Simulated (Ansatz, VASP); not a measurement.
## Two plane-wave programs on Cu2As

Contents of INCAR:

```
ALGO = Normal
EDIFF = 1E-6
EDIFFG = -0.05
ENCUT = 600
IBRION = 2
ISIF = 3
ISMEAR = 0
LASPH = T
LCHARG = F
LREAL = F
LWAVE = F
NELM = 100
NSW = 100
PREC = Accurate
SIGMA = 0.1
```

Contents of KPOINTS:

```
k-points
0
Gamma
  6 6 4
```

File POSCAR:

```
Cu2As
1.0
    3.7880000000      0.0000000000      0.0000000000
    0.0000000000      3.7880000000      0.0000000000
    0.0000000000      0.0000000000      5.9420000000
Cu As
4 2
Direct
    0.0000000000      0.0000000000      0.0000000000
    0.5000000000      0.5000000000      0.0000000000
    0.0000000000      0.5000000000      0.3030000000
    0.5000000000      0.0000000000      0.6970000000
    0.0000000000      0.5000000000      0.7090000000
    0.5000000000      0.0000000000      0.2910000000
```

Input for Ansatz:

```yaml
crystal:
  lattice:
    - [3.788, 0.0, 0.0]
    - [0.0, 3.788, 0.0]
    - [0.0, 0.0, 5.942]
  atoms:
    - { symbol: Cu, position: [0.0, 0.0, 0.0] }
    - { symbol: Cu, position: [0.5, 0.5, 0.0] }
    - { symbol: Cu, position: [0.0, 0.5, 0.303] }
    - { symbol: Cu, position: [0.5, 0.0, 0.697] }
    - { symbol: As, position: [0.0, 0.5, 0.709] }
    - { symbol: As, position: [0.5, 0.0, 0.291] }
basis:
  ecutwfc: 420
kpoints:
  mp_grid: { grid: [6, 6, 4] }
hamiltonian:
  xc: lda
scf:
  occupations: { method: gaussian, width: 0.1 }
output:
  forces: true
  stress: true
  eigenvalues: true
relax:
  adjacent_minimum: "off"
  f_tol: 0.05
  max_steps: 80
  cell: { stress_tol: 0.5 }
```

Alike in both runs: task relaxation of cell and atoms; functional LDA; k mesh 6 × 6 × 4; occupations gaussian, width 0.1 eV; no spin polarisation.

|  | VASP | Ansatz |
| --- | --- | --- |
| version | VASP 6.6.1 | Ansatz 0.2.0 |
| potentials or method | VASP PAW LDA potentials, release 64 (Cu, As), cutoff 600 eV | scalar-relativistic, plane waves, PAW |
| valence electrons in the cell | 54 | 106 |

```csv
,VASP,Ansatz,Ansatz less VASP
"gap on the k mesh at the Fermi level, each at its own relaxed structure (eV)",none,none,-
relaxed volume (Å³/atom),13.36,13.25,-0.110
relaxed cell length with the largest relative difference (Å),3.737,3.722,-0.0146
```

LDA's correlation is that of Perdew and Zunger in VASP and of Perdew and Wang (1992) in Ansatz. A gap of «none» marks a metal or a gap that the smearing closes. VASP's potentials hold 54 valence electrons a cell and Ansatz's 106, so a difference there can come from the potentials and not from the codes.
